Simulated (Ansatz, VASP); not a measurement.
# InO in VASP and in Ansatz

Contents of INCAR:

```
SYSTEM = InO
ALGO = Normal
EDIFF = 1E-6
ENCUT = 520
GGA = PS
ISIF = 2
ISMEAR = 0
LASPH = .True.
LCHARG = .False.
LREAL = .False.
LWAVE = .False.
NBANDS = 27
NELM = 80
PREC = Accurate
SIGMA = 0.03
```

The input KPOINTS:

```
k-points
0
Gamma
  12 12 4
  0 0 0
```

File POSCAR:

```
InO
1.0
    3.5509494950      0.0000000000      0.0000000000
   -1.7754747475      3.0752124702      0.0000000000
    0.0000000000      0.0000000000     15.0186097210
In O
2 2
Direct
    0.6666666667      0.3333333333      0.5900210000
    0.6666666667      0.3333333333      0.4099790000
    0.0000000000      0.0000000000      0.6398670000
    0.0000000000      0.0000000000      0.3601330000
```

Input for Ansatz:

```yaml
crystal:
  lattice:
    - [3.550949495, 0.0, 0.0]
    - [-1.7754747475, 3.0752124702, 0.0]
    - [0.0, 0.0, 15.018609721]
  atoms:
    - { symbol: In, position: [0.6666666667, 0.3333333333, 0.590021] }
    - { symbol: In, position: [0.6666666667, 0.3333333333, 0.409979] }
    - { symbol: O, position: [0.0, 0.0, 0.639867] }
    - { symbol: O, position: [0.0, 0.0, 0.360133] }
basis:
  ecutwfc: 420
kpoints:
  mp_grid: { grid: [12, 12, 4] }
hamiltonian:
  xc: pbesol
scf:
  occupations: { method: gaussian, width: 0.03 }
output:
  forces: true
  stress: true
  eigenvalues: true
```

Alike in both runs: task single point; functional PBEsol; k mesh 12 × 12 × 4; occupations gaussian, width 0.03 eV; no spin polarisation.

```csv
,VASP,Ansatz
version,VASP 6.6.1,Ansatz 0.2.0
potentials or method,"VASP PAW PBE potentials, release 64 (In_d, O), cutoff 520 eV","scalar-relativistic, plane waves, PAW"
valence electrons in the cell,38,38
```

|  | VASP | Ansatz | Ansatz less VASP |
| --- | --- | --- | --- |
| gap on the k mesh at the Fermi level (eV) | 0.38 | 0.40 | +0.017 |
| least direct gap on the mesh (eV) | 0.91 | 0.92 | +0.011 |
| rms of the force components (eV/Å) | 0.411 | 0.427 | +0.0154 |

VASP's potentials were made for PBE, not for PBEsol. Atom by atom the forces differ by 0.018 eV/Å (rms over components).
